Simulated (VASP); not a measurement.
Se, 1 atom in the cell. Symmetry: Im-3m, No. 229, cubic system. The conventional cell has a = 2.548 Å, b = 2.548 Å, c = 2.548 Å, α = 90.00°, β = 90.00°, γ = 90.00°. Se (site symmetry m-3m) has 14 Se at 2.21 to 2.55 Å within 2.9 Å. 

| Property | Result |
| --- | --- |
| Program | VASP 6.6.1 |
| Task | single point |
| Functional | PBEsol |
| Potentials or basis | VASP PAW PBE potentials, release 64 (Se) |
| Cutoff | 520 eV |
| k mesh | 20 × 20 × 20 |
| Occupations | fermi-dirac, width 0.05 eV |
| Spin | no spin polarisation |
| Dipole correction | no |
| Further INCAR settings | ALGO = Normal; EDIFF = 1e-06; NBANDS = 9 |

Potentials or basis: VASP PAW PBE potentials, release 64 (Se).

Launch:

```console
$ cat potpaw_PBE.64/Se/POTCAR > POTCAR
$ mpirun -np 1 vasp_std > vasp.out
```

Hardware: 1 thread of Intel(R) Xeon(R) Platinum 8559C (Emerald Rapids), with other jobs on the host.

Estimate the wall time of this run.

Wall time 5.2 s on 1 thread of Intel(R) Xeon(R) Platinum 8559C (Emerald Rapids), with other jobs on the host, peak memory 0.13 GiB. Counts: scf iterations 11, k points 256.
